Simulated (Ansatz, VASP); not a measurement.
# SnPtSe3: VASP beside Ansatz

The input INCAR:

```
SYSTEM = SnPtSe3
  PREC = Accurate
  ENCUT = 500
  EDIFF = 1E-6
  ISMEAR = 0
  SIGMA = 0.2
  LREAL = .False.
  LASPH = .True.
  NELM = 120
  ALGO = Normal
  ISIF = 2
  LWAVE = .False.
  LCHARG = .True.
  GGA = PE
  LELF = .True.
  LVHAR = .True.
  NBANDS = 53
  GGA_COMPAT = .False.
```

The input KPOINTS:

```
regular mesh
0
Gamma
  4 4 2
  0 0 0
```

POSCAR

```
SnPtSe3
1.0
    5.0088553254      0.0000000000      0.0000000000
    0.0000000000      5.0088553254      0.0000000000
    0.0000000000      0.0000000000     10.0177106509
Sn Pt Se
2 2 6
Direct
    1.0000000000      0.0000000000      0.0000000000
    0.0000000000      0.0000000000      0.5000000000
    0.5000000000      0.5000000000      0.2500000000
    0.5000000000      0.5000000000      0.7500000000
    0.5000000000      0.5000000000      0.5000000000
    0.5000000000      0.5000000000      1.0000000000
    0.0000000000      0.5000000000      0.2500000000
    0.0000000000      0.5000000000      0.7500000000
    0.5000000000      0.0000000000      0.2500000000
    0.5000000000      0.0000000000      0.7500000000
```

Input for Ansatz:

```yaml
crystal:
  lattice:
    - [5.0088553254, 0.0, 0.0]
    - [0.0, 5.0088553254, 0.0]
    - [0.0, 0.0, 10.0177106509]
  atoms:
    - { symbol: Sn, position: [1.0, 0.0, 0.0] }
    - { symbol: Sn, position: [0.0, 0.0, 0.5] }
    - { symbol: Pt, position: [0.5, 0.5, 0.25] }
    - { symbol: Pt, position: [0.5, 0.5, 0.75] }
    - { symbol: Se, position: [0.5, 0.5, 0.5] }
    - { symbol: Se, position: [0.5, 0.5, 1.0] }
    - { symbol: Se, position: [0.0, 0.5, 0.25] }
    - { symbol: Se, position: [0.0, 0.5, 0.75] }
    - { symbol: Se, position: [0.5, 0.0, 0.25] }
    - { symbol: Se, position: [0.5, 0.0, 0.75] }
basis:
  ecutwfc: 420
kpoints:
  mp_grid: { grid: [4, 4, 2] }
hamiltonian:
  xc: pbe
scf:
  occupations: { method: gaussian, width: 0.2 }
  lower_state_search: "off"
output:
  forces: true
  stress: true
  eigenvalues: true
```

Alike in both runs: task single point; functional PBE; k mesh 4 × 4 × 2; occupations gaussian, width 0.2 eV; no spin polarisation.

|  | VASP | Ansatz |
| --- | --- | --- |
| version | VASP 6.6.1 | Ansatz 0.2.0 |
| potentials or method | VASP PAW PBE potentials, release 64 (Sn_d, Pt, Se), cutoff 500 eV | scalar-relativistic, plane waves, PAW |
| valence electrons in the cell | 84 | 160 |

|  | VASP | Ansatz | Ansatz less VASP |
| --- | --- | --- | --- |
| gap on the k mesh at the Fermi level (eV) | none | none | - |
| pressure (GPa) | -0.1 | -0.1 | +0.01 |

A gap of «none» marks a metal or a gap that the smearing closes. VASP's potentials hold 84 valence electrons a cell and Ansatz's 160, so a difference there can come from the potentials and not from the codes.

Neither program's run includes spin-orbit coupling.
